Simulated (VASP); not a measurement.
# Al in VASP: single point with PBE

Aim: the single point of Al with PBE.

Program: VASP 6.6.1. These are calculated values, not measurements. Logs are shortened: lines on timing, memory, paths and dates and some standing lists are left out, and cuts for length are marked.

## Step 1: The cell of the first run

The cell holds a slab with vacuum, 4 atoms: a = 3.003 Å, b = 3.003 Å, c = 33.031 Å, α = 90.00°, β = 90.00°, γ = 120.00°.

## Step 2: Single point, PBE

The input, INCAR:

```
SYSTEM = Al
  PREC = Accurate
  ENCUT = 400
  EDIFF = 1E-6
  ISMEAR = 1
  SIGMA = 0.1
  LREAL = .False.
  LASPH = .True.
  NELM = 120
  ALGO = Normal
  ISIF = 2
  LWAVE = .False.
  LCHARG = .False.
  LDIPOL = .True.
  IDIPOL = 3
  DIPOL = 0.5 0.5 0.715
  GGA = PE
  NBANDS = 14
  GGA_COMPAT = .False.
  NELMDL = -8
```

The input, KPOINTS:

```
regular mesh
0
Gamma
  15 15 1
  0 0 0
```

The input, POSCAR:

```
Al
1.0
    3.0028735933      0.0000000291      0.0000000000
   -1.5014368219      2.6005648016      0.0000000000
    0.0000000000      0.0000000000     33.0306503904
Al
4
Direct
    0.6666666667      0.3333333333      0.6148424729
    0.3333333333      0.6666666667      0.6812766721
    1.0000000000      0.0000000000      0.7477768151
    0.6666666667      0.3333333333      0.8150420224
```

Potentials or basis: VASP PAW PBE potentials, release 64 (Al).

Launch:

```bash
$ cat potpaw_PBE.64/Al/POTCAR > POTCAR
$ mpirun -np 1 vasp_std > vasp.out
```

OUTCAR:

```text
SYSTEM = Al
   PREC = Accurate
   ENCUT = 400
   EDIFF = 1E-6
   ISMEAR = 1
   LREAL = .False.
   LASPH = .True.
   NELM = 120
   ISIF = 2
   GGA = PE
   NELMDL = -8

 ion  position               nearest neighbor table
   1  0.667  0.333  0.615-   2 2.80   2 2.80   2 2.80
   2  0.333  0.667  0.681-   1 2.80   1 2.80   1 2.80   3 2.80   3 2.80   3 2.80
   3  0.000  0.000  0.748-   2 2.80   2 2.80   2 2.80   4 2.82   4 2.82   4 2.82
   4  0.667  0.333  0.815-   3 2.82   3 2.82   3 2.82

  LATTYP: Found a hexagonal cell.
 ALAT       =     3.0028735933
 C/A-ratio  =    10.9996805940

  Lattice vectors:

 A1 = (   3.0028735933,   0.0000000291,   0.0000000000)
 A2 = (  -1.5014368219,   2.6005648016,   0.0000000000)
 A3 = (   0.0000000000,   0.0000000000,  33.0306503904)

Analysis of symmetry for initial positions (statically):
=====================================================================
 Subroutine PRICEL returns:
 Original cell was already a primitive cell.

 Routine SETGRP: Setting up the symmetry group for a
 hexagonal supercell.

 Subroutine GETGRP returns: Found  6 space group operations
 (whereof  6 operations were pure point group operations)
 out of a pool of 24 trial point group operations.

The static configuration has the point symmetry C_3v.

Analysis of symmetry for dynamics (positions and initial velocities):
=====================================================================
 Subroutine PRICEL returns:
 Original cell was already a primitive cell.

 Routine SETGRP: Setting up the symmetry group for a
 hexagonal supercell.

 Subroutine GETGRP returns: Found  6 space group operations
 (whereof  6 operations were pure point group operations)
 out of a pool of 24 trial point group operations.

The dynamic configuration has the point symmetry C_3v.

 Subroutine INISYM returns: Found  6 space group operations
 (whereof  6 operations are pure point group operations),
 and found     1 'primitive' translations

----------------------------------------------------------------------------------------

                                     Primitive cell

  volume of cell :     257.9419

  direct lattice vectors                    reciprocal lattice vectors
     3.002873593  0.000000029  0.000000000     0.333014349  0.192265928  0.000000000
    -1.501436822  2.600564802  0.000000000    -0.000000004  0.384531850  0.000000000
     0.000000000  0.000000000 33.030650390     0.000000000  0.000000000  0.030274911

  length of vectors
     3.002873593  3.002873593 33.030650390     0.384531850  0.384531850  0.030274911

  position of ions in fractional coordinates (direct lattice)
     0.666666667  0.333333333  0.614842473
     0.333333333  0.666666667  0.681276672
     0.000000000  0.000000000  0.747776815
     0.666666667  0.333333333  0.815042022

  ion indices of the primitive-cell ions
   primitive index   ion index
                 1           1
                 2           2
                 3           3
                 4           4

----------------------------------------------------------------------------------------

 KPOINTS: regular mesh

Automatic generation of k-mesh.
 Grid dimensions read from file:
 generate k-points for:   15   15    1

 Generating k-lattice:

  Cartesian coordinates                     Fractional coordinates (reciprocal lattice)
     0.022200957  0.012817729  0.000000000     0.066666667  0.000000000  0.000000000
    -0.000000000  0.025635457  0.000000000     0.000000000  0.066666667  0.000000000
     0.000000000  0.000000000  0.030274911     0.000000000  0.000000000  1.000000000

  Length of vectors
     0.025635457  0.025635457  0.030274911

  Shift w.r.t. Gamma in fractional coordinates (k-lattice)
     0.000000000  0.000000000  0.000000000

 Subroutine IBZKPT returns following result:
 ===========================================

 Found     27 irreducible k-points:

 Following reciprocal coordinates:
            Coordinates               Weight
  0.000000  0.000000  0.000000      1.000000
  0.066667  0.000000  0.000000      6.000000
  0.133333  0.000000  0.000000      6.000000
  0.200000  0.000000  0.000000      6.000000
  0.266667  0.000000  0.000000      6.000000
  0.333333  0.000000  0.000000      6.000000
[... 16 lines left out ...]
  0.333333  0.200000  0.000000     12.000000
  0.400000  0.200000  0.000000      6.000000
 [... further k-points ...]
   k-points           NKPTS =     27   k-points in BZ     NKDIM =     27   number of bands    NBANDS=     14
   number of dos      NEDOS =    301   number of ions     NIONS =      4
   total plane-waves  NPLWV =  86400
   dimension x,y,z NGX =    20 NGY =   20 NGZ =  216
   dimension x,y,z NGXF=    40 NGYF=   40 NGZF=  432
   ions per type =               4
   NGX,Y,Z   is equivalent  to a cutoff of  11.07, 11.07, 10.87 a.u.
   NGXF,Y,Z  is equivalent  to a cutoff of  22.14, 22.14, 21.74 a.u.
 SYSTEM =  Al
   PREC   = accura    normal or accurate (medium, high low for compatibility)
   ISTART =      0    job   : 0-new  1-cont  2-samecut
   ICHARG =      2    charge: 1-file 2-atom 10-const
   ISPIN  =      1    spin polarized calculation?
   LNONCOLLINEAR =      F non collinear calculations
   LSORBIT =      F    spin-orbit coupling
   LASPH  =      T    aspherical Exc in radial PAW
   ENCUT  =  400.0 eV  29.40 Ry    5.42 a.u.   4.90  4.90 53.86*2*pi/ulx,y,z
   NELM   =    120;   NELMIN=  2; NELMDL= -8     # of ELM steps
   EDIFF  = 0.1E-05   stopping-criterion for ELM
   LREAL  =      F    real-space projection
   EDIFFG = 0.1E-04   stopping-criterion for IOM
   NSW    =      0    number of steps for IOM
   IBRION =     -1    ionic relax: 0-MD 1-quasi-New 2-CG
   NFREE  =      0    steps in history (QN), initial steepest desc. (CG)
   ISIF   =      2    stress and relaxation
   ISYM   =      2    0-nonsym 1-usesym 2-fastsym
   POTIM  = 0.5000    time-step for ionic-motion
   TEBEG  =    0.0;   TEEND  =   0.0 temperature during run
   PSTRESS=    0.0 pullay stress
   NELECT =      12.0000    total number of electrons
   NUPDOWN=      -1.0000    fix difference up-down
   EMIN   =  10.00;   EMAX   =-10.00  energy-range for DOS
   EFERMI =   0.00;   METHOD = LEGACY
   ISMEAR =     1;   SIGMA  =   0.10  broadening in eV -4-tet -1-fermi 0-gaus
   EFERMI_NEDOS =   21; number of points for ismear=-14 and -15
   IALGO  =     38    algorithm
   IMIX   =      4    mixing-type and parameters
     AMIX     =   0.40;   BMIX     =  1.00
     AMIX_MAG =   1.60;   BMIX_MAG =  1.00
  volume/ion in A,a.u.               =      64.49       435.17
  Fermi-wavevector in a.u.,A,eV,Ry     =   0.588791  1.112654  4.716800  0.346675
  Thomas-Fermi vector in A             =   1.636193
   LORBIT       =      0    0 simple, 1 ext, 2 COOP (PROOUT), +10 PAW based schemes
   GGA     = PE    functional components
   LHFCALC =     F    Hartree Fock is set to
   AEXX    =    0.0000 exact exchange contribution
   IVDW    =     0    specifies the selected vdW correction
   LEPSILON=     F    determine dielectric tensor
   LRPA    =     F    only Hartree local field effects (RPA)
 non-spin polarized calculation
 Methfessel and Paxton  Order N= 1 SIGMA  =   0.10
  energy-cutoff  :      400.00
  volume of cell :      257.94
 maximum number of plane-waves:      4785
 NGX is ok and might be reduce to    20
   NGX =  9   NGY =  9   NGZ =107

 dipolmoment           0.000000      0.000000      0.000439 electrons x Angstroem

 number of electron      12.0000000 magnetization

 dipolmoment           0.000000      0.000000     -0.000555 electrons x Angstroem

 Free energy of the ion-electron system (eV)
  ---------------------------------------------------
  ext. energy  EPLUGINS =         0.00000000
  ---------------------------------------------------
  free energy    TOTEN  =       -14.00455662 eV

  energy without entropy =      -14.00260298  energy(sigma->0) =      -14.00390541

 E-fermi :  -0.9987     XC(G=0):  -3.2569

 val. band max:       -1.0001264439   @ k =   0.3333   0.2000   0.0000
 cond. band min:      -0.9421325766   @ k =   0.2667   0.2000   0.0000
 fundamental gap:      0.0579938673
 Fermi energy:        -0.9987384017

 k-point     1 :       0.0000    0.0000    0.0000
  band No.  band energies     occupation
      1     -11.3918      2.00000
      2     -10.2086      2.00000
      3      -8.3970      2.00000
      4      -5.8923      2.00000
      5      -3.5871      2.00000
      6      -0.4384     -0.00000
      7       1.8855      0.00000
      8       2.9039      0.00000
      9       3.1525      0.00000
     10       3.6493      0.00000
     11       3.6766      0.00000
     12       4.6773      0.00000
     13       4.7662      0.00000
     14       6.1265      0.00000

 k-point     2 :       0.0667    0.0000    0.0000
  band No.  band energies     occupation
      1     -11.2948      2.00000
      2     -10.1123      2.00000
      3      -8.3014      2.00000
      4      -5.7967      2.00000
      5      -3.4966      2.00000
      6      -0.3483     -0.00000
      7       1.9761      0.00000
      8       2.9996      0.00000
      9       3.2505      0.00000
     10       3.7462      0.00000
     11       3.7703      0.00000
     12       4.7674      0.00000
     13       4.8584      0.00000
     14       6.1853      0.00000
[... 343 lines left out ...]
      1      -6.7133      2.00000
      2      -5.5665      2.00000
      3      -3.9544      2.00000
      4      -3.8087      2.00000
      5      -2.7568      2.00000
      6      -1.4249      2.00000
      7      -1.0951      2.04193
      8      -1.0001      1.02349
      9       0.0666     -0.00000
     10       0.9098     -0.00000
     11       1.4956      0.00000
     12       1.9099      0.00000
     13       3.6551      0.00000
     14       3.9734      0.00000

 k-point    24 :       0.4000    0.2000    0.0000
  band No.  band energies     occupation
      1      -5.4096      2.00000
      2      -5.4033      2.00000
      3      -4.3417      2.00000
      4      -4.2109      2.00000
      5      -2.6885      2.00000
      6      -2.2548      2.00000
      7      -1.3012      2.00016
      8      -0.4488     -0.00000
      9       0.2170     -0.00000
     10       0.2880     -0.00000
     11       1.5910      0.00000
     12       2.0700      0.00000
     13       2.5329      0.00000
     14       4.0661      0.00000

 [... further k-points ...]

------------------------ aborting loop because EDIFF is reached ----------------------------------------

 vacuum level on the upper side and lower side of the slab       (xc-potential included)        -0.027        -0.013

  FORCE on cell =-STRESS in cart. coord.  units (eV):
  Direction    XX          YY          ZZ          XY          YZ          ZX
  --------------------------------------------------------------------------------------
  -------------------------------------------------------------------------------------
  Total       -3.0817417     -3.0817417      0.9231754      0.0000000      0.0000000      0.0000000
  in kB      -19.1418964    -19.1418964      5.7342014      0.0000000      0.0000000      0.0000000
  external PRESSURE =     -10.8498638 kB  Pullay stress =       0.0000000 kB

 VOLUME and BASIS-vectors are now :
 -----------------------------------------------------------------------------
  energy-cutoff  :      400.00
  volume of cell :      257.94
      direct lattice vectors                 reciprocal lattice vectors
     3.002873593  0.000000029  0.000000000     0.333014349  0.192265928  0.000000000
    -1.501436822  2.600564802  0.000000000    -0.000000004  0.384531850  0.000000000
     0.000000000  0.000000000 33.030650390     0.000000000  0.000000000  0.030274911

 POSITION                                       TOTAL-FORCE (eV/Angst)
 -----------------------------------------------------------------------------------
      1.50144      0.86685     20.30865         0.000000      0.000000     -0.195827
     -0.00000      1.73371     22.50301        -0.000000     -0.000000      0.072217
      0.00000      0.00000     24.69955         0.000000     -0.000000      0.020509
      1.50144      0.86685     26.92137        -0.000000      0.000000      0.103102
 -----------------------------------------------------------------------------------
    total drift:                               -0.000000      0.000000      0.000046

  FREE ENERGIE OF THE ION-ELECTRON SYSTEM (eV)
  ---------------------------------------------------
  free  energy   TOTEN  =       -14.0045566228 eV

  energy  without entropy=      -14.0026029759  energy(sigma->0) =      -14.00390541

 vacuum level on the upper side and lower side of the slab         3.103         3.117
```

It took 2.1 min on 1 thread of AMD EPYC 7R13 (Zen 3), shared host; peak memory 0.26 GiB.

Results:

* Free energy: -14.0046 eV
* Largest force: 0.196 eV/Å
* Band gap on the k mesh: zero (bands 6 and 7 overlap by 2.26 eV)

Forces on the atoms (eV/Å):
```
Al   0.000  0.000 -0.196
Al   0.000  0.000  0.072
Al   0.000  0.000  0.021
Al   0.000  0.000  0.103
```

The gap in the log of VASP goes by the Fermi energy; the results here count the filled bands.